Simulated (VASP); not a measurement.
## Au: single point with r2SCAN

Au:

```
Au
1.0
     2.81354    0.00000    0.00000
    -1.40677    2.43660    0.00000
     0.00000    0.00000    9.42193
Au
4
Cartesian
  1.4068 2.4366 0.0000
  1.4068 2.4366 4.7110
  0.0000 1.6244 2.3555
  1.4068 0.8122 7.0664
```

This isn't the form of Au at room conditions, which is fcc.

```
Program             : VASP 6.6.1
Task                : single point
Functional          : r2SCAN
Potentials or basis : VASP PAW PBE potentials, release 64 (Au)
Cutoff              : 520 eV
k mesh              : 14 × 14 × 4
Occupations         : fermi-dirac, width 0.1 eV
Spin                : no spin polarisation
```

| Quantity | Value |
| --- | --- |
| Pressure | 16.9 GPa |
| Band gap on the k mesh | zero (bands 22 and 23 overlap by 5.51 eV) |

Stress tensor (GPa, compression positive):
```
17.51  0.00  0.00
 0.00 17.51  0.00
 0.00  0.00 15.67
```

Levels at points of the mesh, in eV from the Fermi level:
```csv
k point,band 19,band 20,band 21,band 22,band 23,band 24,band 25,band 26
"(0.00, 0.00, 0.00)",-3.30,-3.00,-3.00,-2.35,-2.35,-1.26,3.10,11.50
"(0.50, 0.00, 0.00)",-1.93,-1.89,-0.62,0.21,1.28,1.61,4.16,4.36
"(0.00, 0.00, 0.50)",-3.58,-3.58,-2.61,-2.61,-2.61,-2.61,6.44,6.44
"(0.50, 0.00, 0.50)",-1.91,-1.91,0.32,0.32,1.41,1.41,4.62,4.62
```

It took 3.6 min on 1 thread of Intel(R) Xeon(R) 6975P-C (Granite Rapids), on a shared host, peak memory 0.26 GiB.

Caveat: the cell stands under pressure; the PAW data sets were made with another functional, which shifts forces and pressure a little; spin-orbit coupling is left out, which moves the levels of the heavy elements.
